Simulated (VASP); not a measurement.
# HC18: single point with PBE

The system is HC18, a slab with vacuum.

```
CELL_PARAMETERS angstrom
7.39800 0.00000 0.00000
-3.69900 6.40686 0.00000
0.00000 0.00000 11.00000
ATOMIC_POSITIONS crystal
C 0.00397 0.00567 0.08551
C 0.22325 0.11803 0.09150
C 0.00342 0.33787 0.07951
C 0.22506 0.44870 0.08066
C 0.00399 0.67063 0.08577
C 0.22328 0.77757 0.09190
C 0.33691 0.00468 0.12326
C 0.56374 0.11801 0.09128
C 0.33561 0.33735 0.08558
C 0.55907 0.44915 0.08824
C 0.33562 0.67061 0.08578
C 0.55908 0.78220 0.08824
C 0.67069 0.00566 0.08535
C 0.89261 0.11622 0.08039
C 0.67070 0.33734 0.08541
C 0.89262 0.44872 0.08055
C 0.67009 0.67119 0.08800
C 0.89211 0.78221 0.08828
H 0.33750 0.00578 0.22570
```

| Quantity | Value |
| --- | --- |
| Program | VASP 6.6.1 |
| Task | single point |
| Functional | PBE |
| Potentials or basis | VASP PAW PBE potentials, release 64 (C, H) |
| Cutoff | 520 eV |
| k mesh | 2 × 2 × 1 |
| Occupations | gaussian, width 0.02 eV |
| Spin | collinear spin, ferromagnetic start |
| Starting moments | [0.0, 0.0, 0.0, 0.0, 0.0, 0.0, 0.0, 0.0, 0.0, 0.0, 0.0, 0.0, 0.0, 0.0, 0.0, 0.0, 0.0, 0.0, 1.0] μB |

```json
{"Largest force": "0.036 eV/Å", "Band gap on the k mesh": "0.28 eV, direct", "Net moment": "1.00 μB per cell", "Site moments": "C -0.06, +0.13, -0.03, +0.06, -0.02, +0.12, -0.04; H +0.05 μB", "Valence electrons inside the program's atomic spheres": "C 2.66, 2.63, 2.65, 2.64; H 0.65"}
```

Forces in eV/Å, atoms in the order of the input:
```
C   -0.004 -0.004 -0.004
C    0.015 -0.005 -0.005
C    0.002  0.002 -0.010
C    0.002  0.000 -0.010
C   -0.005  0.002  0.001
C    0.010  0.005 -0.010
C   -0.014  0.001  0.008
C    0.007 -0.001  0.007
C    0.000  0.000 -0.005
C   -0.005  0.000  0.000
C    0.001  0.009 -0.003
C   -0.001  0.011  0.001
C   -0.003 -0.013  0.006
C   -0.006  0.003 -0.009
C   -0.002  0.007  0.003
C   -0.001 -0.002 -0.010
C   -0.003 -0.007  0.003
C    0.005  0.008  0.004
H    0.003 -0.015  0.033
```

Levels at points of the mesh, in eV from the valence-band top:
Spin up:
```
           k point  band 33  band 34  band 35  band 36  band 37  band 38  band 39  band 40  band 41  band 42
(0.00, 0.00, 0.00)    -2.89    -2.89    -1.83    -0.11    -0.11     0.28     2.22     3.24     4.32     4.89
(0.50, 0.00, 0.00)    -2.59    -2.58    -2.52    -2.33    -0.11     1.94     2.55     2.58     2.63     3.75
(0.00, 0.50, 0.00)    -2.59    -2.57    -2.52    -2.33    -0.11     1.94     2.55     2.58     2.63     3.75
(0.50, 0.50, 0.00)    -2.59    -2.58    -2.52    -2.33    -0.11     1.94     2.55     2.57     2.63     3.75
```
Spin down:
| k point | band 33 | band 34 | band 35 | band 36 | band 37 | band 38 | band 39 | band 40 |
| --- | --- | --- | --- | --- | --- | --- | --- | --- |
| (0.00, 0.00, 0.00) | -2.85 | -2.85 | -1.66 | 0.00 | 0.44 | 0.44 | 2.42 | 3.35 |
| (0.50, 0.00, 0.00) | -2.45 | -2.41 | -2.40 | -2.22 | 0.50 | 2.04 | 2.69 | 2.76 |
| (0.00, 0.50, 0.00) | -2.45 | -2.41 | -2.40 | -2.22 | 0.50 | 2.04 | 2.69 | 2.76 |
| (0.50, 0.50, 0.00) | -2.45 | -2.41 | -2.40 | -2.22 | 0.50 | 2.04 | 2.69 | 2.76 |

It took 7.1 min on 1 thread of Intel(R) Xeon(R) Platinum 8488C (Sapphire Rapids) (shared host), peak memory 0.79 GiB.

Caveat: the k points lie up to 0.49 Å⁻¹ apart.
